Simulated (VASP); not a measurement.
Input of a VASP 6.6.1 run:

The input INCAR:

```
SYSTEM = NaF
ALGO     = Normal         ! electronic algorithm
EDIFF    = 1E-6           ! SCF threshold, eV
ENCUT    = 520            ! plane-wave cutoff, eV
GGA      = CA             ! functional
ISIF     = 2              ! what is computed and relaxed
ISMEAR   = -1             ! smearing method
LASPH    = .True.         ! aspherical terms in the spheres
LCHARG   = .False.        ! write CHGCAR
LREAL    = .False.        ! projectors in reciprocal space
LWAVE    = .False.        ! write WAVECAR
NBANDS   = 14             ! bands
NELM     = 100            ! most SCF steps
PREC     = Accurate       ! precision mode
SIGMA    = 0.03           ! smearing width, eV
```

File KPOINTS:

```
k-points
0
Gamma
  10 10 10
  0 0 0
```

Contents of POSCAR:

```
NaF
1.0
    0.0000000000      2.2858943317      2.2858943317
    2.2858943317      0.0000000000      2.2858943317
    2.2858943317      2.2858943317      0.0000000000
Na F
1 1
Direct
    0.0000000000      0.0000000000      0.0000000000
    0.4737520676      0.5262479324      0.5262479324
```

Potentials or basis: VASP PAW LDA potentials, release 64 (Na_pv, F).

Command:

```bash
$ cat potpaw_LDA.64/Na_pv/POTCAR potpaw_LDA.64/F/POTCAR > POTCAR
$ mpirun -np 1 vasp_std > vasp.out
```

(1) Estimate the pressure.

(2) Estimate the band gap on the k mesh.

(3) Predict the largest force.

Answers

(1) -2.1 GPa.

(2) 6.17 eV.

(3) 0.316 eV/Å.

Caveat: the cell differs from its parent crystal (atom 2 (F) moved by [0.12, 0.0, 0.0] A).
